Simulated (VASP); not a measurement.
Runs of VASP 6.6.1 on LiF. The structure is that of space group Fm-3m (No. 225), or close to it. The cells are those of the table. 

```csv
task,cell,smearing,gap on the mesh (eV),pressure (GPa)
single point,"a = 2.763 Å, angles 60.0°, 2 atoms",gaussian 0.1 eV,9.69,-0.4
single point,"a = 2.887 Å, angles 60.0°, 2 atoms",gaussian 0.1 eV,8.47,-9.1
single point,"a = 2.763 Å, angles 60.0°, 2 atoms",gaussian 0.02 eV,9.69,-0.4
relaxation of cell and atoms,"relaxed from a = 2.763 Å, angles 60.0°, 2 atoms",gaussian 0.02 eV,(a),0.0
```

Alike in all rows: level LDA; potentials or basis VASP PAW LDA potentials, release 64 (Li_sv, F); no spin polarisation; k mesh 8 × 8 × 8; cutoff (eV) 750.

Question: Fill in the values left out.

Answer: (a) 9.74.

Caveats: the cell stands under tension (at least some runs).

A k mesh can miss the band edges.
